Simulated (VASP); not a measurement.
# SnS2 (P-3m1) in VASP: further runs

SnS2 is run at these levels: PBE; tasks: electric field gradients.

Program: VASP 6.6.1. These are calculated values, not measurements. Logs are shortened: lines on timing, memory, paths and dates and some standing lists are left out, and cuts for length are marked.

### 1 The cell of the first run

It takes space group P-3m1 (No. 164, trigonal). Conventional cell: a = 3.562 Å, b = 3.562 Å, c = 5.494 Å, α = 90.00°, β = 90.00°, γ = 120.00°. Within 3.3 Å of Sn (site symmetry -3m) lie 6 S at 2.52 Å. S (site symmetry 3m) has 3 Sn at 2.52 Å and 3 S at 3.31 Å within 3.4 Å.

### 2 Electric field gradients, PBE (equal xx and yy strain of -1 %)

INCAR reads:

```
SYSTEM = SnS2
PREC = Accurate ; ENCUT = 400
EDIFF = 1E-8 ; ISMEAR = -1
SIGMA = 0.01 ; LREAL = .FALSE.
LASPH = .TRUE. ; NELM = 120
ALGO = Normal ; ISIF = 2
LWAVE = .FALSE. ; LCHARG = .FALSE.
GGA = PE ; LEFG = .TRUE.
NBANDS = 20 ; GGA_COMPAT = .FALSE.
```

KPOINTS reads:

```
regular mesh
0
G
  10 10 6
  0 0 0
```

POSCAR reads:

```
SnS2
1.0
    3.5623173385      0.0000000000      0.0000000000
   -1.7811586692      3.0850573114      0.0000000000
    0.0000000000      0.0000000000      5.4940000000
Sn S
1 2
Direct
    0.0000000000      0.0000000000      0.0000000000
    0.6666666667      0.3333333333      0.2639000000
    0.3333333333      0.6666666667      0.7361000000
```

Potentials or basis: VASP PAW PBE potentials, release 64 (Sn_d, S).

Run with:

```
$ cat potpaw_PBE.64/Sn_d/POTCAR potpaw_PBE.64/S/POTCAR > POTCAR
$ mpirun -np 1 vasp_std > vasp.out
```

OUTCAR:

```text
SYSTEM = SnS2
   PREC = Accurate
   ENCUT = 400
   EDIFF = 1E-8
   ISMEAR = -1
   LREAL = .FALSE.
   LASPH = .TRUE.
   NELM = 120
   ISIF = 2
   GGA = PE

 ion  position               nearest neighbor table
   1  0.000  0.000  0.000-   2 2.52   3 2.52   3 2.52   2 2.52   2 2.52   3 2.52
   2  0.667  0.333  0.264-   1 2.52   1 2.52   1 2.52
   3  0.333  0.667  0.736-   1 2.52   1 2.52   1 2.52

  LATTYP: Found a hexagonal cell.
 ALAT       =     3.5623173385
 C/A-ratio  =     1.5422545152

  Lattice vectors:

 A1 = (   3.5623173385,   0.0000000000,   0.0000000000)
 A2 = (  -1.7811586692,   3.0850573114,   0.0000000000)
 A3 = (   0.0000000000,   0.0000000000,   5.4940000000)

Analysis of symmetry for initial positions (statically):
=====================================================================
 Subroutine PRICEL returns:
 Original cell was already a primitive cell.

 Routine SETGRP: Setting up the symmetry group for a
 hexagonal supercell.

 Subroutine GETGRP returns: Found 12 space group operations
 (whereof 12 operations were pure point group operations)
 out of a pool of 24 trial point group operations.

The static configuration has the point symmetry D_3d.

Analysis of symmetry for dynamics (positions and initial velocities):
=====================================================================
 Subroutine PRICEL returns:
 Original cell was already a primitive cell.

 Routine SETGRP: Setting up the symmetry group for a
 hexagonal supercell.

 Subroutine GETGRP returns: Found 12 space group operations
 (whereof 12 operations were pure point group operations)
 out of a pool of 24 trial point group operations.

The dynamic configuration has the point symmetry D_3d.

 Subroutine INISYM returns: Found 12 space group operations
 (whereof 12 operations are pure point group operations),
 and found     1 'primitive' translations

----------------------------------------------------------------------------------------

                                     Primitive cell

  volume of cell :      60.3788

  direct lattice vectors                    reciprocal lattice vectors
     3.562317339  0.000000000  0.000000000     0.280716148  0.162071543  0.000000000
    -1.781158669  3.085057311  0.000000000     0.000000000  0.324143087  0.000000000
     0.000000000  0.000000000  5.494000000     0.000000000  0.000000000  0.182016746

  length of vectors
     3.562317339  3.562317338  5.494000000     0.324143087  0.324143087  0.182016746

  position of ions in fractional coordinates (direct lattice)
     0.000000000  0.000000000  0.000000000
     0.666666667  0.333333333  0.263900000
     0.333333333  0.666666667  0.736100000

  ion indices of the primitive-cell ions
   primitive index   ion index
                 1           1
                 2           2
                 3           3

----------------------------------------------------------------------------------------

 KPOINTS: regular mesh

Automatic generation of k-mesh.
 Grid dimensions read from file:
 generate k-points for:   10   10    6

 Generating k-lattice:

  Cartesian coordinates                     Fractional coordinates (reciprocal lattice)
     0.028071615  0.016207154  0.000000000     0.100000000  0.000000000  0.000000000
     0.000000000  0.032414309  0.000000000     0.000000000  0.100000000  0.000000000
     0.000000000  0.000000000  0.030336124     0.000000000  0.000000000  0.166666667

  Length of vectors
     0.032414309  0.032414309  0.030336124

  Shift w.r.t. Gamma in fractional coordinates (k-lattice)
     0.000000000  0.000000000  0.000000000

 Subroutine IBZKPT returns following result:
 ===========================================

 Found     72 irreducible k-points:

 Following reciprocal coordinates:
            Coordinates               Weight
  0.000000  0.000000  0.000000      1.000000
  0.100000 -0.000000  0.000000      6.000000
  0.200000 -0.000000  0.000000      6.000000
  0.300000 -0.000000  0.000000      6.000000
  0.400000 -0.000000  0.000000      6.000000
  0.500000 -0.000000  0.000000      3.000000
[... 16 lines left out ...]
  0.000000  0.400000  0.166667      6.000000
  0.500000 -0.000000  0.166667      6.000000
 [... further k-points ...]
   k-points           NKPTS =     72   k-points in BZ     NKDIM =     72   number of bands    NBANDS=     20
   number of dos      NEDOS =    301   number of ions     NIONS =      3
   total plane-waves  NPLWV =  20736
   dimension x,y,z NGX =    24 NGY =   24 NGZ =   36
   dimension x,y,z NGXF=    48 NGYF=   48 NGZF=   72
   ions per type =               1   2
   NGX,Y,Z   is equivalent  to a cutoff of  11.20, 11.20, 10.89 a.u.
   NGXF,Y,Z  is equivalent  to a cutoff of  22.40, 22.40, 21.79 a.u.
 SYSTEM =  SnS2
   PREC   = accura    normal or accurate (medium, high low for compatibility)
   ISTART =      0    job   : 0-new  1-cont  2-samecut
   ICHARG =      2    charge: 1-file 2-atom 10-const
   ISPIN  =      1    spin polarized calculation?
   LNONCOLLINEAR =      F non collinear calculations
   LSORBIT =      F    spin-orbit coupling
   LASPH  =      T    aspherical Exc in radial PAW
   ENCUT  =  400.0 eV  29.40 Ry    5.42 a.u.   5.81  5.81  8.96*2*pi/ulx,y,z
   NELM   =    120;   NELMIN=  2; NELMDL= -5     # of ELM steps
   EDIFF  = 0.1E-07   stopping-criterion for ELM
   LREAL  =      F    real-space projection
   EDIFFG = 0.1E-06   stopping-criterion for IOM
   NSW    =      0    number of steps for IOM
   IBRION =     -1    ionic relax: 0-MD 1-quasi-New 2-CG
   NFREE  =      0    steps in history (QN), initial steepest desc. (CG)
   ISIF   =      2    stress and relaxation
   ISYM   =      2    0-nonsym 1-usesym 2-fastsym
   POTIM  = 0.5000    time-step for ionic-motion
   TEBEG  =    0.0;   TEEND  =   0.0 temperature during run
   PSTRESS=    0.0 pullay stress
   NELECT =      26.0000    total number of electrons
   NUPDOWN=      -1.0000    fix difference up-down
   EMIN   =  10.00;   EMAX   =-10.00  energy-range for DOS
   EFERMI =   0.00;   METHOD = LEGACY
   ISMEAR =    -1;   SIGMA  =   0.01  broadening in eV -4-tet -1-fermi 0-gaus
   EFERMI_NEDOS =   21; number of points for ismear=-14 and -15
   IALGO  =     38    algorithm
   IMIX   =      4    mixing-type and parameters
     AMIX     =   0.40;   BMIX     =  1.00
     AMIX_MAG =   1.60;   BMIX_MAG =  1.00
  volume/ion in A,a.u.               =      20.13       135.82
  Fermi-wavevector in a.u.,A,eV,Ry     =   1.236245  2.336164 20.793797  1.528301
  Thomas-Fermi vector in A             =   2.370861
   LORBIT       =      0    0 simple, 1 ext, 2 COOP (PROOUT), +10 PAW based schemes
   GGA     = PE    functional components
   LHFCALC =     F    Hartree Fock is set to
   AEXX    =    0.0000 exact exchange contribution
   IVDW    =     0    specifies the selected vdW correction
   LEPSILON=     F    determine dielectric tensor
   LRPA    =     F    only Hartree local field effects (RPA)
 non-spin polarized calculation
  energy-cutoff  :      400.00
  volume of cell :       60.38
 maximum number of plane-waves:      1112
 NGX is ok and might be reduce to    24
   NGX = 11   NGY = 11   NGZ = 17

 number of electron      26.0000016 magnetization

 Free energy of the ion-electron system (eV)
  ---------------------------------------------------
  ext. energy  EPLUGINS =         0.00000000
  ---------------------------------------------------
  free energy    TOTEN  =       -12.88610180 eV

  energy without entropy =      -12.88610180  energy(sigma->0) =      -12.88610180

 E-fermi :   6.7402     XC(G=0): -10.2501

 val. band max:        6.4417010939   @ k =   0.0000   0.0000   0.0000
 cond. band min:       7.6434683384   @ k =   0.4000  -0.0000   0.3333
 fundamental gap:      1.2017672445
 Fermi energy:         6.7402303926

 k-point     1 :       0.0000    0.0000    0.0000
  band No.  band energies     occupation
      1     -14.8641      2.00000
      2     -14.8641      2.00000
      3     -14.8065      2.00000
      4     -14.7700      2.00000
      5     -14.7700      2.00000
      6      -8.2937      2.00000
[... 12 lines left out ...]
     19      15.8805      0.00000
[... 513 lines left out ...]
      4     -14.7301      2.00000
      5     -14.7250      2.00000
      6      -6.0757      2.00000
[... 12 lines left out ...]
     19      16.8741      0.00000
     20      18.4111      0.00000

 [... further k-points ...]

------------------------ aborting loop because EDIFF is reached ----------------------------------------

  FORCE on cell =-STRESS in cart. coord.  units (eV):
  Direction    XX          YY          ZZ          XY          YZ          ZX
  --------------------------------------------------------------------------------------
  -------------------------------------------------------------------------------------
  Total        4.4255937      4.4255937      4.1900410      0.0000000      0.0000000      0.0000000
  in kB      117.4350204    117.4350204    111.1845293      0.0000000      0.0000000      0.0000000
  external PRESSURE =     115.3515234 kB  Pullay stress =       0.0000000 kB

 VOLUME and BASIS-vectors are now :
 -----------------------------------------------------------------------------
  energy-cutoff  :      400.00
  volume of cell :       60.38
      direct lattice vectors                 reciprocal lattice vectors
     3.562317339  0.000000000  0.000000000     0.280716148  0.162071543  0.000000000
    -1.781158669  3.085057311  0.000000000     0.000000000  0.324143087  0.000000000
     0.000000000  0.000000000  5.494000000     0.000000000  0.000000000  0.182016746

 POSITION                                       TOTAL-FORCE (eV/Angst)
 -----------------------------------------------------------------------------------
      0.00000      0.00000      0.00000         0.000000      0.000000      0.000000
      1.78116      1.02835      1.44987         0.000000      0.000000      0.609498
     -0.00000      2.05670      4.04413        -0.000000     -0.000000     -0.609498
 -----------------------------------------------------------------------------------
    total drift:                               -0.000000     -0.000000      0.000000

  FREE ENERGIE OF THE ION-ELECTRON SYSTEM (eV)
  ---------------------------------------------------
  free  energy   TOTEN  =       -12.8861017975 eV

  energy  without entropy=      -12.8861017975  energy(sigma->0) =      -12.88610180

 Electric field gradients (V/A^2)
---------------------------------------------------------------------
 ion       V_xx      V_yy      V_zz      V_xy      V_xz      V_yz
---------------------------------------------------------------------
   1      -5.879    -5.883    11.762    -0.003     0.000    -0.000
   2      19.139    19.139   -38.278    -0.000     0.000    -0.000
   3      19.139    19.139   -38.278    -0.000     0.000    -0.000
---------------------------------------------------------------------

 Electric field gradients after diagonalization (V/A^2)
 (convention: |V_zz| > |V_xx| > |V_yy|)
----------------------------------------------------------------------
 ion       V_xx      V_yy      V_zz     asymmetry (V_yy - V_xx)/ V_zz
----------------------------------------------------------------------
   1      -5.885    -5.878    11.762       0.001
   2      19.139    19.139   -38.278       0.000
   3      19.139    19.139   -38.278       0.000
----------------------------------------------------------------------

           NMR quadrupolar parameters

 Cq : quadrupolar parameter    Cq=e*Q*V_zz/h
 eta: asymmetry parameters     (V_yy - V_xx)/ V_zz
 Q  : nuclear electric quadrupole moment in mb (millibarn)
----------------------------------------------------------------------
 ion       Cq(MHz)       eta       Q (mb)
----------------------------------------------------------------------
   1       0.028       0.001       1.000
   2      -0.093       0.000       1.000
   3      -0.093       0.000       1.000
----------------------------------------------------------------------
```

It took 33 s on 1 thread of Intel Xeon Platinum 8488C (Sapphire Rapids), shared host; peak memory 0.18 GiB.

What came out:

```yaml
Free_energy: -12.8861 eV
Pressure: 11.5 GPa
Largest_force: 0.609 eV/Å
Band_gap_on_the_k_mesh: 1.20 eV (least direct gap 2.08 eV)
Largest_electric_field_gradient_by_atom: Sn +11.8; S -38.3 V/Å²
```

Forces on the atoms (eV/Å):
```
Sn   0.000  0.000  0.000
S    0.000  0.000  0.609
S    0.000  0.000 -0.609
```

Electric field gradients, principal values (V/Å²):
| atom | least | middle | greatest (by size) |
| --- | --- | --- | --- |
| 1 Sn | -5.878 | -5.885 | 11.762 |
| 2 S | 19.139 | 19.139 | -38.278 |
| 3 S | 19.139 | 19.139 | -38.278 |

Caveat: the cell differs from its parent crystal (equal xx and yy strain of -1 %); the cell stands under pressure; without QUAD_EFG the Cq values of the log hold for a quadrupole moment of 1 mb, not for the nuclei; spin-orbit coupling is left out, which moves the levels of the heavy elements.

### 3 Electric field gradients, PBE (equal xx and yy strain of +2 %)

INCAR reads:

```
ALGO     = Normal         # electronic algorithm
EDIFF    = 1E-8           # SCF threshold, eV
ENCUT    = 400            # plane-wave cutoff, eV
GGA      = PE             # functional
GGA_COMPAT= False        
ISIF     = 2              # what is computed and relaxed
ISMEAR   = -1             # smearing method
LASPH    = True           # aspherical terms in the spheres
LCHARG   = False          # write CHGCAR
LEFG     = True         
LREAL    = False          # projectors in reciprocal space
LWAVE    = False          # write WAVECAR
NBANDS   = 20             # bands
NELM     = 120            # most SCF steps
PREC     = Accurate       # precision mode
SIGMA    = 0.01           # smearing width, eV
```

KPOINTS reads:

```
k-points
0
Gamma
  10 10 6
```

POSCAR reads:

```
SnS2
1.0
    3.6702663487      0.0000000000      0.0000000000
   -1.8351331743      3.1785438966      0.0000000000
    0.0000000000      0.0000000000      5.4940000000
Sn S
1 2
Direct
    0.0000000000      0.0000000000      0.0000000000
    0.6666666667      0.3333333333      0.2639000000
    0.3333333333      0.6666666667      0.7361000000
```

Potentials or basis: VASP PAW PBE potentials, release 64 (Sn_d, S).

Run with:

```
$ cat potpaw_PBE.64/Sn_d/POTCAR potpaw_PBE.64/S/POTCAR > POTCAR
$ mpirun -np 1 vasp_std > vasp.out
```

OUTCAR:

```text
EDIFF = 1E-8
   ENCUT = 400
   GGA = PE
   ISIF = 2
   ISMEAR = -1
   LASPH = True
   LREAL = False
   NELM = 120
   PREC = Accurate

 ion  position               nearest neighbor table
   1  0.000  0.000  0.000-   2 2.57   3 2.57   3 2.57   2 2.57   2 2.57   3 2.57
   2  0.667  0.333  0.264-   1 2.57   1 2.57   1 2.57
   3  0.333  0.667  0.736-   1 2.57   1 2.57   1 2.57

  LATTYP: Found a hexagonal cell.
 ALAT       =     3.6702663487
 C/A-ratio  =     1.4968940883

  Lattice vectors:

 A1 = (   3.6702663487,   0.0000000000,   0.0000000000)
 A2 = (  -1.8351331743,   3.1785438966,   0.0000000000)
 A3 = (   0.0000000000,   0.0000000000,   5.4940000000)

Analysis of symmetry for initial positions (statically):
=====================================================================
 Subroutine PRICEL returns:
 Original cell was already a primitive cell.

[... 748 lines left out ...]
     0.000000000  0.000000000  5.494000000     0.000000000  0.000000000  0.182016746

 POSITION                                       TOTAL-FORCE (eV/Angst)
 -----------------------------------------------------------------------------------
      0.00000      0.00000      0.00000         0.000000      0.000000      0.000000
      1.83513      1.05951      1.44987         0.000000      0.000000      0.162592
     -0.00000      2.11903      4.04413        -0.000000     -0.000000     -0.162592
 -----------------------------------------------------------------------------------
    total drift:                               -0.000000     -0.000000      0.000000

  FREE ENERGIE OF THE ION-ELECTRON SYSTEM (eV)
  ---------------------------------------------------
  free  energy   TOTEN  =       -13.0673408318 eV

  energy  without entropy=      -13.0673408318  energy(sigma->0) =      -13.06734083

 Electric field gradients (V/A^2)
---------------------------------------------------------------------
 ion       V_xx      V_yy      V_zz      V_xy      V_xz      V_yz
---------------------------------------------------------------------
   1      -7.781    -7.784    15.565    -0.003     0.000    -0.000
   2      24.859    24.859   -49.718     0.001    -0.000     0.000
   3      24.859    24.859   -49.718     0.001    -0.000     0.000
---------------------------------------------------------------------

 Electric field gradients after diagonalization (V/A^2)
 (convention: |V_zz| > |V_xx| > |V_yy|)
----------------------------------------------------------------------
 ion       V_xx      V_yy      V_zz     asymmetry (V_yy - V_xx)/ V_zz
----------------------------------------------------------------------
   1      -7.786    -7.780    15.565       0.000
   2      24.860    24.858   -49.718       0.000
   3      24.860    24.858   -49.718       0.000
----------------------------------------------------------------------

           NMR quadrupolar parameters

 Cq : quadrupolar parameter    Cq=e*Q*V_zz/h
 eta: asymmetry parameters     (V_yy - V_xx)/ V_zz
 Q  : nuclear electric quadrupole moment in mb (millibarn)
----------------------------------------------------------------------
 ion       Cq(MHz)       eta       Q (mb)
----------------------------------------------------------------------
   1       0.038       0.000       1.000
   2      -0.120       0.000       1.000
   3      -0.120       0.000       1.000
----------------------------------------------------------------------
```

OSZICAR:

```text
N       E                     dE             d eps       ncg     rms          rms(c)
DAV:   1     0.191334808628E+03    0.19133E+03   -0.10800E+04  2956   0.135E+03
DAV:   2     0.742496627714E+01   -0.18391E+03   -0.17633E+03  3088   0.362E+02
DAV:   3    -0.128937386807E+02   -0.20319E+02   -0.19981E+02  3548   0.109E+02
DAV:   4    -0.135498750502E+02   -0.65614E+00   -0.65498E+00  3480   0.207E+01
DAV:   5    -0.135690736831E+02   -0.19199E-01   -0.19197E-01  4052   0.353E+00    0.909E+00
DAV:   6    -0.130918422255E+02    0.47723E+00   -0.95596E-01  4384   0.105E+01    0.650E+00
DAV:   7    -0.130675157343E+02    0.24326E-01   -0.28896E-01  3560   0.334E+00    0.216E+00
DAV:   8    -0.130668997152E+02    0.61602E-03   -0.27718E-02  3920   0.163E+00    0.647E-01
DAV:   9    -0.130672931660E+02   -0.39345E-03   -0.27464E-03  3396   0.389E-01    0.169E-01
DAV:  10    -0.130672870134E+02    0.61526E-05   -0.35954E-04  3828   0.134E-01    0.726E-02
DAV:  11    -0.130673387935E+02   -0.51780E-04   -0.72497E-05  3300   0.503E-02    0.209E-02
DAV:  12    -0.130673391908E+02   -0.39729E-06   -0.36298E-06  3828   0.130E-02    0.147E-02
DAV:  13    -0.130673408549E+02   -0.16641E-05   -0.33911E-06  3240   0.137E-02    0.478E-03
DAV:  14    -0.130673408673E+02   -0.12465E-07   -0.68028E-08  3688   0.202E-03    0.139E-03
DAV:  15    -0.130673408314E+02    0.35930E-07   -0.18853E-08  2800   0.131E-03    0.445E-04
DAV:  16    -0.130673408318E+02   -0.43929E-09   -0.40243E-09  2540   0.462E-04
   1 F= -.13067341E+02 E0= -.13067341E+02  d E =-.193990E-12
```

It took 36 s on 1 thread of Intel Xeon Platinum 8488C (Sapphire Rapids), shared host; peak memory 0.18 GiB.

What came out:

```yaml
Free_energy: -13.0673 eV
Pressure: 4.8 GPa
Largest_force: 0.163 eV/Å
Band_gap_on_the_k_mesh: 0.96 eV (least direct gap 1.40 eV)
Largest_electric_field_gradient_by_atom: Sn +15.6; S -49.7 V/Å²
```

Forces on the atoms (eV/Å):
```
Sn   0.000  0.000  0.000
S    0.000  0.000  0.163
S    0.000  0.000 -0.163
```

Stress tensor (GPa, compression positive):
```
4.16 0.00 0.00
0.00 4.16 0.00
0.00 0.00 6.04
```

Electric field gradients, principal values (V/Å²):
```csv
atom,least,middle,greatest (by size)
1 Sn,-7.780,-7.786,15.565
2 S,24.858,24.860,-49.718
3 S,24.858,24.860,-49.718
```

Caveat: the cell differs from its parent crystal (equal xx and yy strain of +2 %); the cell stands under pressure; without QUAD_EFG the Cq values of the log hold for a quadrupole moment of 1 mb, not for the nuclei; spin-orbit coupling is left out, which moves the levels of the heavy elements.
